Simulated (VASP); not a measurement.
# Al2Cu: elastic constants with PBEsol

Crystal: Al2Cu.

```
Al Cu
1.0
    -1.88681    1.88681    2.66836
     1.88681   -1.88681    2.66836
     1.88681    1.88681   -2.66836
Al Cu
2 1
Direct
  0.75000 0.25000 0.50000
  0.25000 0.75000 0.50000
  0.50000 0.50000 0.00000
```

| Property | Result |
| --- | --- |
| Program | VASP 6.6.1 |
| Task | elastic constants |
| Functional | PBEsol |
| Potentials or basis | VASP PAW PBE potentials, release 64 (Al, Cu) |
| Cutoff | 600 eV |
| k mesh | 16 × 16 × 16 |
| Occupations | fermi-dirac, width 0.15 eV |
| Spin | no spin polarisation |
| Dipole correction | no |
| Ions in elastic constants | relaxed |
| Further INCAR settings | ALGO = Normal; EDIFF = 1e-08; IBRION = 6; POTIM = 0.015; NSW = 1; ISIF = 3 |

```yaml
Elastic_constants_C11_C12_C44: 318, 144, 87 GPa
Voigt_bulk_modulus: 203 GPa
Highest_phonon_frequency_at_Γ: 412 cm⁻¹
```

Phonon frequencies in cm⁻¹ (negative: imaginary):
```tsv
q point	frequencies
(0.000, 0.000, 0.000)	0 0 0 373 373 373 412 412 412
```

Elastic tensor in Voigt notation (GPa, in the Cartesian axes of the cell as first typed):
```
318 144 148   0   0   0
144 318 148   0   0   0
148 148 313   0   0   0
  0   0   0  87   0   0
  0   0   0   0  87   0
  0   0   0   0   0  82
```

Clamped-ion elastic tensor (GPa):
```
380  81 148   0   0   0
 81 380 148   0   0   0
148 148 313   0   0   0
  0   0   0 150   0   0
  0   0   0   0 150   0
  0   0   0   0   0  82
```

It took 71 min on 1 thread of Oxide Virtual Turin-like Processor (shared host), peak memory 1.1 GiB.

Caveat: the cell is under stress, which shifts elastic constants; the PAW data sets were made with another functional, which shifts forces and pressure a little.
